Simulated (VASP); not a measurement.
Set up this calculation in VASP 6.6.1, as the native input.

```yaml
Task: single point
Functional: PBE
Potentials_or_basis: VASP PAW PBE potentials, release 64 (Ta_pv, N)
Cutoff: 520 eV
k_mesh: 18 × 18 × 14
Occupations: fermi-dirac, width 0.15 eV
Spin: no spin polarisation
Dipole_correction: no
Further_INCAR_settings: ALGO = Normal; EDIFF = 1e-06; NBANDS = 15
```

The structure of TaN lies in POSCAR:

```
TaN
1.0
    2.9474345025      0.0000000000      0.0000000000
   -1.4737172513      2.5525531552      0.0000000000
    0.0000000000      0.0000000000      2.8948587541
Ta N
1 1
Direct
    0.3333333333      0.6666666667      0.5000000000
    0.0000000000      0.0000000000      0.0000000000
```

These files were run (other wordings do the same):

INCAR

```
PREC = Accurate
ENCUT = 520
EDIFF = 1E-6
ISMEAR = -1
SIGMA = 0.15
LREAL = F
LASPH = T
NELM = 80
ALGO = Normal
ISIF = 2
LWAVE = F
LCHARG = F
GGA = PE
NBANDS = 15
```

KPOINTS

```
Automatic mesh
0
Gamma
  18 18 14
```

Potentials or basis: VASP PAW PBE potentials, release 64 (Ta_pv, N).

Launch:

```bash
$ cat potpaw_PBE.64/Ta_pv/POTCAR potpaw_PBE.64/N/POTCAR > POTCAR
$ mpirun -np 1 vasp_std > vasp.out
```

It gave:

```
Pressure               : 1.7 GPa
Band gap on the k mesh : zero (band 8 reaches 8.36 eV, above the bottom of band 9 at 8.06 eV)
```

Caveat: spin-orbit coupling is left out, which moves the levels of the heavy elements.

Run time: 46 s on 1 thread of Intel(R) Xeon(R) Platinum 8259CL CPU @ 2.50GHz (Skylake/Cascade Lake) (shared host), peak memory 0.22 GiB.
